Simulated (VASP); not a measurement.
**ZnS: single point with PBE**

Crystal: ZnS.

```
Zn S
1.0
     3.73320    0.00000    0.00000
    -1.86660    3.23305    0.00000
     0.00000    0.00000    6.10674
Zn S
2 2
Cartesian
  0.0000 2.1554 0.0000
  1.8666 1.0777 3.0534
  0.0000 2.1554 2.3511
  1.8666 1.0777 5.4045
```

```json
{
 "Program": "VASP 6.6.1",
 "Task": "single point",
 "Functional": "PBE",
 "Potentials or basis": "VASP PAW PBE potentials, release 64 (Zn, S)",
 "Cutoff": "520 eV",
 "k mesh": "8 × 8 × 5",
 "Occupations": "fermi-dirac, width 0.03 eV",
 "Spin": "no spin polarisation"
}
```

* Pressure: 8.1 GPa
* Largest force: 0.403 eV/Å
* Band gap on the k mesh: 2.55 eV

Forces in eV/Å, atoms in the order of the input:
```
Zn   0.000  0.000  0.403
Zn   0.000  0.000  0.403
S    0.000  0.000 -0.403
S    0.000  0.000 -0.403
```

Stress tensor (GPa, compression positive):
```
9.16 0.00 0.00
0.00 9.16 0.00
0.00 0.00 6.07
```

Levels at points of the mesh, in eV from the valence-band top:
```
           k point  band 16  band 17  band 18  band 19  band 20  band 21
(0.00, 0.00, 0.00)    -0.01     0.00     0.00     2.55     3.11     6.25
(0.50, 0.00, 0.00)    -2.47    -1.74    -1.07     3.56     4.43     5.13
```

Run time: 88 s on 1 thread of Intel Xeon 8259CL, with other jobs on the host, peak memory 0.21 GiB.

Caveat: the cell stands under pressure.
